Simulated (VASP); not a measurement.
Write the native input for VASP 6.6.1 that does the following.

| Quantity | Value |
| --- | --- |
| Task | single point |
| Functional | PBEsol |
| Potentials or basis | VASP PAW PBE potentials, release 64 (Sn_d, Te) |
| Cutoff | 520 eV |
| k mesh | 5 × 5 × 5 |
| Occupations | gaussian, width 0.01 eV |
| Spin | no spin polarisation |
| Dipole correction | no |
| Further INCAR settings | ALGO = Normal; EDIFF = 1e-06; NBANDS = 17 |

The structure of SnTe lies in POSCAR:

```
SnTe
1.0
    0.0000000000      3.2126470615      3.2126470615
    3.2126470615      0.0000000000      3.2126470615
    3.2126470615      3.2126470615      0.0000000000
Sn Te
1 1
Direct
    0.0000000000      0.0000000000      0.0000000000
    0.5000000000      0.5000000000      0.5000000000
```

These files were run (other wordings do the same):

INCAR

```
SYSTEM = SnTe
PREC = Accurate
ENCUT = 520
EDIFF = 1E-6
ISMEAR = 0
SIGMA = 0.01
LREAL = .FALSE.
LASPH = .TRUE.
NELM = 60
ALGO = Normal
ISIF = 2
LWAVE = .FALSE.
LCHARG = .FALSE.
GGA = PS
NBANDS = 17
```

KPOINTS

```
Automatic mesh
0
G
  5 5 5
  0 0 0
```

Potentials or basis: VASP PAW PBE potentials, release 64 (Sn_d, Te).

The run is started by

```sh
$ cat potpaw_PBE.64/Sn_d/POTCAR potpaw_PBE.64/Te/POTCAR > POTCAR
$ mpirun -np 1 vasp_std > vasp.out
```

It gave:

* Pressure: -2.7 GPa

Caveat: the PAW data sets were made with another functional, which shifts forces and pressure a little.

Wall time 45 s on 1 thread of AMD EPYC 7R13, with other jobs on the host, peak memory 0.18 GiB.
